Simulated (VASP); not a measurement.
# MgO (P4/mmm) in VASP: notebook

Runs on MgO. Level: PBE. Tasks: relaxation of cell and atoms.

Program: VASP 6.6.1. These are calculated values, not measurements. Logs are shortened: lines on timing, memory, paths and dates and some standing lists are left out, and cuts for length are marked.

## Step 1: The cell of the first run

The structure is tetragonal, space group P4/mmm (No. 123). Conventional cell: a = 2.829 Å, b = 2.829 Å, c = 4.446 Å, α = 90.00°, β = 90.00°, γ = 90.00°. Mg (site symmetry 4/mmm) has 4 O at 2.00 Å within 2.7 Å. Within 2.7 Å of O (site symmetry 4/mmm) lie 4 Mg at 2.00 Å.

The cell was generated, and may not be a known phase.

## Step 2: Relaxation of cell and atoms, PBE

The input, INCAR:

```
PREC = Accurate
ENCUT = 840
EDIFF = 1E-7
ISMEAR = 0
SIGMA = 0.02
LREAL = F
LASPH = T
NELM = 120
ALGO = Normal
ISIF = 3
LWAVE = F
LCHARG = F
GGA = PE
IBRION = 2
NSW = 100
EDIFFG = -0.01
GGA_COMPAT = F
NELMIN = 4
```

The input, KPOINTS:

```
Automatic mesh
0
Gamma
  10 10 6
```

The input, POSCAR:

```
MgO
1.0
    2.8290008836      0.0000000000      0.0000000000
    0.0000000000      2.8290008836      0.0000000000
    0.0000000000      0.0000000000      4.4457986153
Mg O
1 1
Direct
    0.5000000000      0.5000000000      0.0000000000
    0.0000000000      0.0000000000      0.0000000000
```

Potentials or basis: VASP PAW PBE potentials, release 64 (Mg_sv, O).

On the command line:

```console
cat potpaw_PBE.64/Mg_sv/POTCAR potpaw_PBE.64/O/POTCAR > POTCAR
mpirun -np 1 vasp_std > vasp.out
```

OUTCAR:

```text
PREC = Accurate
   ENCUT = 840
   EDIFF = 1E-7
   ISMEAR = 0
   LREAL = F
   LASPH = T
   NELM = 120
   ISIF = 3
   GGA = PE
   IBRION = 2
   NSW = 100
   EDIFFG = -0.01
   NELMIN = 4

 ion  position               nearest neighbor table
   1  0.500  0.500  0.000-   2 2.00   2 2.00   2 2.00   2 2.00
   2  0.000  0.000  0.000-   1 2.00   1 2.00   1 2.00   1 2.00

  LATTYP: Found a simple tetragonal cell.
 ALAT       =     2.8290008836
 C/A-ratio  =     1.5715083870

  Lattice vectors:

 A1 = (   2.8290008836,   0.0000000000,   0.0000000000)
 A2 = (   0.0000000000,   2.8290008836,   0.0000000000)
 A3 = (   0.0000000000,   0.0000000000,   4.4457986153)

Analysis of symmetry for initial positions (statically):
=====================================================================
 Subroutine PRICEL returns:
 Original cell was already a primitive cell.

 Routine SETGRP: Setting up the symmetry group for a
 simple tetragonal supercell.

 Subroutine GETGRP returns: Found 16 space group operations
 (whereof 16 operations were pure point group operations)
 out of a pool of 16 trial point group operations.

The static configuration has the point symmetry D_4h.

Analysis of symmetry for dynamics (positions and initial velocities):
=====================================================================
 Subroutine PRICEL returns:
 Original cell was already a primitive cell.

 Routine SETGRP: Setting up the symmetry group for a
 simple tetragonal supercell.

 Subroutine GETGRP returns: Found 16 space group operations
 (whereof 16 operations were pure point group operations)
 out of a pool of 16 trial point group operations.

The dynamic configuration has the point symmetry D_4h.

 Subroutine INISYM returns: Found 16 space group operations
 (whereof 16 operations are pure point group operations),
 and found     1 'primitive' translations

----------------------------------------------------------------------------------------

                                     Primitive cell

  volume of cell :      35.5808

  direct lattice vectors                    reciprocal lattice vectors
     2.829000884  0.000000000  0.000000000     0.353481685  0.000000000  0.000000000
     0.000000000  2.829000884  0.000000000     0.000000000  0.353481685  0.000000000
     0.000000000  0.000000000  4.445798615     0.000000000  0.000000000  0.224931466

[... 97 lines left out ...]
   EFERMI =   0.00;   METHOD = LEGACY
   ISMEAR =     0;   SIGMA  =   0.02  broadening in eV -4-tet -1-fermi 0-gaus
   EFERMI_NEDOS =   21; number of points for ismear=-14 and -15
   IALGO  =     38    algorithm
   IMIX   =      4    mixing-type and parameters
     AMIX     =   0.40;   BMIX     =  1.00
     AMIX_MAG =   1.60;   BMIX_MAG =  1.00
  volume/ion in A,a.u.               =      17.79       120.06
  Fermi-wavevector in a.u.,A,eV,Ry     =   1.254227  2.370146 21.403129  1.573086
  Thomas-Fermi vector in A             =   2.388042
   LORBIT       =      0    0 simple, 1 ext, 2 COOP (PROOUT), +10 PAW based schemes
   GGA     = PE    functional components
   LHFCALC =     F    Hartree Fock is set to
   AEXX    =    0.0000 exact exchange contribution
   IVDW    =     0    specifies the selected vdW correction
   LEPSILON=     F    determine dielectric tensor
   LRPA    =     F    only Hartree local field effects (RPA)
 conjugate gradient relaxation of ions
 non-spin polarized calculation
 Gauss-broadening in eV      SIGMA  =   0.02
  energy-cutoff  :      840.00
  volume of cell :       35.58
 maximum number of plane-waves:      1984
 NGX is ok and might be reduce to    28
   NGX = 13   NGY = 13   NGZ = 21

--------------------------------------- Ionic step        1  -------------------------------------------

 number of electron      15.9999998 magnetization

 Free energy of the ion-electron system (eV)
  ---------------------------------------------------
  ext. energy  EPLUGINS =         0.00000000
  ---------------------------------------------------
  free energy    TOTEN  =       -11.07765119 eV

  energy without entropy =      -11.07765119  energy(sigma->0) =      -11.07765119

------------------------ aborting loop because EDIFF is reached ----------------------------------------

  FORCE on cell =-STRESS in cart. coord.  units (eV):
  Direction    XX          YY          ZZ          XY          YZ          ZX
  --------------------------------------------------------------------------------------
  -------------------------------------------------------------------------------------
  Total        0.0232104      0.0232104      0.0226136      0.0000000      0.0000000      0.0000000
  in kB        1.0451461      1.0451461      1.0182724      0.0000000      0.0000000      0.0000000
  external PRESSURE =       1.0361882 kB  Pullay stress =       0.0000000 kB
[... 59 lines left out ...]
--------------------------------------- Ionic step        3  -------------------------------------------

 number of electron      15.9999998 magnetization

 Free energy of the ion-electron system (eV)
  ---------------------------------------------------
  ext. energy  EPLUGINS =         0.00000000
  ---------------------------------------------------
  free energy    TOTEN  =       -11.07766384 eV

  energy without entropy =      -11.07766384  energy(sigma->0) =      -11.07766384

 E-fermi :  -0.4154     XC(G=0):  -7.6593

 val. band max:       -0.6952015545   @ k =   0.5000   0.5000   0.0000
 cond. band min:       1.3912317052   @ k =   0.0000   0.0000   0.0000
 fundamental gap:      2.0864332598
 Fermi energy:        -0.4153826956

 k-point     1 :       0.0000    0.0000    0.0000
  band No.  band energies     occupation
      1     -73.3805      2.00000
      2     -40.2825      2.00000
      3     -40.0417      2.00000
      4     -40.0417      2.00000
      5     -17.0292      2.00000
      6      -2.3055      2.00000
      7      -0.9851      2.00000
      8      -0.9851      2.00000
      9       1.3912      0.00000
     10       9.0420      0.00000
     11      10.1837      0.00000
     12      11.4640      0.00000
[... 331 lines left out ...]
 k-point    24 :       0.2000    0.0000    0.1667
  band No.  band energies     occupation
      1     -73.3785      2.00000
      2     -40.2803      2.00000
      3     -40.0690      2.00000
      4     -40.0383      2.00000
      5     -16.7823      2.00000
      6      -2.4956      2.00000
      7      -2.1780      2.00000
      8      -0.9810      2.00000
      9       2.8566      0.00000
     10       8.0630      0.00000
     11      11.6529      0.00000
     12      11.8778      0.00000

 [... further k-points ...]
[... 5 lines left out ...]
  --------------------------------------------------------------------------------------
  -------------------------------------------------------------------------------------
  Total       -0.0101369     -0.0101369      0.0177061      0.0000000      0.0000000      0.0000000
  in kB       -0.4559303     -0.4559303      0.7963690      0.0000000      0.0000000      0.0000000
  external PRESSURE =      -0.0384972 kB  Pullay stress =       0.0000000 kB
[... 17 lines left out ...]
  FREE ENERGIE OF THE ION-ELECTRON SYSTEM (eV)
  ---------------------------------------------------
  free  energy   TOTEN  =       -11.0776638352 eV

  energy  without entropy=      -11.0776638352  energy(sigma->0) =      -11.07766384

 reached required accuracy - stopping structural energy minimisation
```

CONTCAR:

```text
MgO
   1.00000000000000
     2.8301032794816487    0.0000000000000000    0.0000000000000000
     0.0000000000000000    2.8301032794816487    0.0000000000000000
     0.0000000000000000    0.0000000000000000    4.4474864941651298
  Mg              O
     1     1
Direct
     0.5000000000000000    0.5000000000000000    0.0000000000000000
     0.0000000000000000    0.0000000000000000    0.0000000000000000

  0.00000000E+00  0.00000000E+00  0.00000000E+00
  0.00000000E+00  0.00000000E+00  0.00000000E+00
```

Run time: 2.8 min. Hardware: 1 thread of Intel Xeon Platinum 8259CL at 2.50GHz (Skylake/Cascade Lake), shared host; peak memory 0.22 GiB.

What came out:

| Property | Result |
| --- | --- |
| Free energy | -11.0777 eV |
| Relaxed volume | 17.81 Å³/atom |
| Relaxed cell | a = 2.830 Å, b = 2.830 Å, c = 4.447 Å, α = 90.00°, β = 90.00°, γ = 90.00° |
| Space group after relaxing (to 0.1 Å) | P4/mmm (No. 123) |
| Energy gained by relaxing | 0.0 meV/atom |
| Ionic steps | 3 |
| Pressure after relaxing | 0.0 GPa |
| Band gap on the k mesh | 2.09 eV (least direct gap 2.38 eV) |

Final structure:
```
Mg O
1.0
     2.83010    0.00000    0.00000
     0.00000    2.83010    0.00000
     0.00000    0.00000    4.44749
Mg O
1 1
Direct
  0.50000 0.50000 0.00000
  0.00000 0.00000 0.00000
```

[end of part 1 of 2]
